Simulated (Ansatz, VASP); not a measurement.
CsH in VASP and in Ansatz

The input POSCAR:

```
CsH
1.0
    0.0000000000      3.0604800000      3.1880000000
    3.0604800000      0.0000000000      3.1880000000
    3.0604800000      3.0604800000      0.0000000000
Cs H
1 1
Direct
    0.0000000000      0.0000000000      0.0000000000
    0.5000000000      0.5000000000      0.5000000000
```

INCAR.step1

```
PREC = Accurate
ENCUT = 520
ISMEAR = 0
SIGMA = 0.05
LREAL = False
LASPH = True
NELM = 80
NBANDS = 12
GGA = PE
ALGO = Normal
EDIFF = 1E-4
LWAVE = True
LCHARG = False
```

File INCAR.step2:

```
PREC = Accurate
ENCUT = 520
EDIFF = 1E-6
ISMEAR = 0
SIGMA = 0.05
LREAL = False
LASPH = True
NELM = 80
ALGO = Normal
ISIF = 2
LWAVE = False
LCHARG = True
METAGGA = R2SCAN
LMIXTAU = True
LELF = True
LVHAR = True
NBANDS = 12
ISTART = 1
```

The input KPOINTS:

```
Automatic mesh
0
Gamma
  6 6 6
```

Input for Ansatz:

```yaml
crystal:
  lattice:
    - [0.0, 3.06048, 3.188]
    - [3.06048, 0.0, 3.188]
    - [3.06048, 3.06048, 0.0]
  atoms:
    - { symbol: Cs, position: [0.0, 0.0, 0.0] }
    - { symbol: H, position: [0.5, 0.5, 0.5] }
basis:
  ecutwfc: 500
kpoints:
  mp_grid: { grid: [6, 6, 6] }
hamiltonian:
  xc: r2scan
scf:
  occupations: { method: gaussian, width: 0.05 }
output:
  forces: true
  stress: true
  eigenvalues: true
```

Change from the starting cell: strain -0.040 along x and y, +0.000 along z, atoms carried along.

Alike in both runs: task single point; functional r2SCAN; k mesh 6 × 6 × 6; occupations gaussian, width 0.05 eV; no spin polarisation.

|  | VASP | Ansatz |
| --- | --- | --- |
| version | VASP 6.6.1 | Ansatz 0.2.0 |
| potentials or method | VASP PAW PBE potentials, release 64 (Cs_sv, H), cutoff 520 eV | scalar-relativistic, plane waves, PAW |
| valence electrons in the cell | 10 | 10 |

```tsv
	VASP	Ansatz	Ansatz less VASP
gap on the k mesh at the Fermi level (eV)	2.55	2.57	+0.022
least direct gap on the mesh (eV)	2.55	2.57	+0.022
pressure (GPa)	1.0	1.0	-0.05
traceless stress, the component that is largest in VASP (GPa)	-0.83	-0.81	+0.018
```

VASP's potentials were made for PBE, not for r2SCAN.

Spin-orbit coupling is off throughout.
